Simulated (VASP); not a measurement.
Here is a VASP 6.6.1 calculation.

Contents of INCAR:

```
ALGO = Normal
EDIFF = 1E-6
ENCUT = 520
GGA = PS
ISIF = 2
ISMEAR = 0
LASPH = T
LCHARG = F
LREAL = F
LWAVE = F
NBANDS = 15
NELM = 60
PREC = Accurate
SIGMA = 0.1
```

Contents of KPOINTS:

```
k-points
0
Gamma
  16 16 8
```

File POSCAR:

```
FeSi2
1.0
    2.7361840419      0.0000000000      0.0000000000
    0.0000000000      2.7361840419      0.0000000000
    0.0000000000      0.0000000000      5.1783391339
Fe Si
1 2
Direct
    0.0000000000      0.0000000000      0.0000000000
    0.5000000000      0.5000000000      0.2699954460
    0.5000000000      0.5000000000      0.7300045540
```

Potentials or basis: VASP PAW PBE potentials, release 64 (Fe, Si).

Command:

```console
$ cat potpaw_PBE.64/Fe/POTCAR potpaw_PBE.64/Si/POTCAR > POTCAR
$ mpirun -np 1 vasp_std > vasp.out
```

Task: Predict the band gap on the k mesh.

Result: Zero (band 8 reaches 9.40 eV, above the bottom of band 9 at 9.14 eV).

Task: Estimate the pressure.

Result: -9.6 GPa.

Stress tensor (GPa, compression positive):
```
-9.66  0.00  0.00
 0.00 -9.66  0.00
 0.00  0.00 -9.58
```

Caveat: the PAW data sets were made with another functional, which shifts forces and pressure a little. Spin polarisation is off, so any magnetic state and its effect on volume and gap are missing.
